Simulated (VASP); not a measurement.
Runs of VASP 6.6.1 on TiC. The structure is that of space group P-6m2 (No. 187), or close to it. The cells are those of the table. 

```csv
task,cell,k mesh,cutoff (eV),smearing,gap on the mesh (eV),pressure (GPa),relaxed volume (Å³/atom)
single point,"a = 3.051, b = 3.051, c = 2.684 Å, angles 90.0, 90.0, 120.0°, 2 atoms",6 × 6 × 6,520,gaussian 0.1 eV,0.27,(a),-
single point,"a = 3.043, b = 3.043, c = 2.697 Å, angles 90.0, 90.0, 120.0°, 2 atoms",12 × 12 × 14,520,gaussian 0.01 eV,none,0.1,-
relaxation of cell and atoms,"relaxed from a = 2.985, b = 2.985, c = 2.875 Å, angles 90.0, 90.0, 120.0°, 2 atoms",6 × 6 × 6,600,gaussian 0.1 eV,0.27,-0.3,10.84
relaxation of cell and atoms,"relaxed from a = 3.051, b = 3.051, c = 2.684 Å, angles 90.0, 90.0, 120.0°, 2 atoms",12 × 12 × 14,600,gaussian 0.01 eV,none,0.0,10.82
single point,"a = 2.985, b = 2.985, c = 2.875 Å, angles 90.0, 90.0, 120.0°, 2 atoms",6 × 6 × 6,520,gaussian 0.1 eV,-,-7.3,-
relaxation of cell and atoms,"relaxed from a = 3.043, b = 3.043, c = 2.697 Å, angles 90.0, 90.0, 120.0°, 2 atoms",24 × 24 × 20,600,gaussian 0.1 eV,none,-0.1,10.82
single point,"a = 3.042, b = 3.042, c = 2.698 Å, angles 90.0, 90.0, 120.0°, 2 atoms",24 × 24 × 20,520,gaussian 0.1 eV,none,0.1,-
```

Alike in all rows: level PBE; potentials or basis VASP PAW PBE potentials, release 64 (Ti_sv, C); no spin polarisation.

Estimate the missing entries.

(a) 0.2.

Caveats: some runs use coarse meshes.

A k mesh can miss the band edges.

A gap of «none» marks levels without a gap at the run's occupations.
